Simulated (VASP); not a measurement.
Sb, 2 atoms in the cell. The structure is monoclinic, space group C2/c (No. 15). The conventional cell has a = 5.821 Å, b = 2.976 Å, c = 5.875 Å, α = 90.00°, β = 118.00°, γ = 90.00°. Within 3.9 Å of Sb (site symmetry 2) lie 14 Sb at 2.98 to 3.74 Å. 

| Item | Value |
| --- | --- |
| Program | VASP 6.6.1 |
| Task | single point |
| Functional | PBE |
| Potentials or basis | VASP PAW PBE potentials, release 64 (Sb) |
| Cutoff | 520 eV |
| k mesh | 6 × 6 × 4 |
| Occupations | gaussian, width 0.1 eV |
| Spin | no spin polarisation |
| Dipole correction | no |
| Further INCAR settings | ALGO = Normal; EDIFF = 1e-07; NBANDS = 12 |

Potentials or basis: VASP PAW PBE potentials, release 64 (Sb).

The run is started by

```console
$ cat potpaw_PBE.64/Sb/POTCAR > POTCAR
$ mpirun -np 1 vasp_std > vasp.out
```

Hardware: 1 thread of Intel(R) Xeon(R) Platinum 8375C CPU @ 2.90GHz (Ice Lake), on a shared host.

Problem. Estimate the wall time of this run.

Solution. It took 15 s on 1 thread of Intel(R) Xeon(R) Platinum 8375C CPU @ 2.90GHz (Ice Lake), with other jobs on the host, peak memory 0.18 GiB. Counts: scf iterations 12, k points 47.
